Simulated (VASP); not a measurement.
**MgO: single point with PBE**

The system is MgO.

```
Mg O
1.0
     3.28822   -0.00822    0.00000
    -1.65123    2.85179    0.00000
     0.00000    0.00000    5.03437
Mg O
2 2
Cartesian
  -0.0033 1.8985 -0.0497
  1.6403 0.9451 2.4675
  -0.0018 1.8985 1.9376
  1.6388 0.9451 4.4548
```

This cell differs from its parent crystal: shear xy strain -0.5%.

```
Program             : VASP 6.6.1
Task                : single point
Functional          : PBE
Potentials or basis : VASP PAW PBE potentials, release 64 (Mg, O)
Cutoff              : 520 eV
k mesh              : 12 × 12 × 6
Occupations         : fermi-dirac, width 0.02 eV
Spin                : no spin polarisation
```

The pressure is 3.5 GPa. The largest force is 0.013 eV/Å and the band gap on the k mesh is 3.54 eV, direct.

Forces in eV/Å, atoms in the order of the input:
```
Mg   0.001  0.000 -0.013
Mg  -0.001  0.000 -0.013
O   -0.001  0.000  0.013
O    0.001  0.000  0.013
```

Stress tensor (GPa, compression positive):
```
3.56 0.23 0.00
0.23 3.57 0.00
0.00 0.00 3.47
```

Levels at points of the mesh, in eV from the valence-band top:
```csv
k point,band 5,band 6,band 7,band 8,band 9,band 10,band 11,band 12
"(0.00, 0.00, 0.00)",-0.66,-0.37,-0.36,0.00,3.54,8.57,10.31,14.24
"(0.50, 0.00, 0.00)",-1.70,-1.23,-0.78,-0.48,7.87,8.08,9.29,10.79
"(0.00, 0.50, 0.00)",-1.70,-1.21,-0.79,-0.46,7.87,8.08,9.29,10.79
"(0.50, 0.50, 0.00)",-1.71,-1.19,-0.79,-0.45,7.87,8.09,9.30,10.79
"(0.00, 0.00, 0.50)",-0.54,-0.54,-0.51,-0.51,6.02,6.02,13.19,13.19
"(0.50, 0.00, 0.50)",-0.87,-0.87,-0.69,-0.69,7.43,7.43,10.88,10.88
"(0.00, 0.50, 0.50)",-0.86,-0.86,-0.69,-0.69,7.43,7.43,10.87,10.87
"(0.50, 0.50, 0.50)",-0.84,-0.84,-0.69,-0.69,7.42,7.42,10.86,10.86
```

Run time: 63 s on 1 thread of Intel(R) Xeon(R) 6975P-C (Granite Rapids), on a shared host, peak memory 0.32 GiB.

Caveat: the cell differs from its parent crystal (shear xy strain -0.5%). A k mesh can miss the band edges.
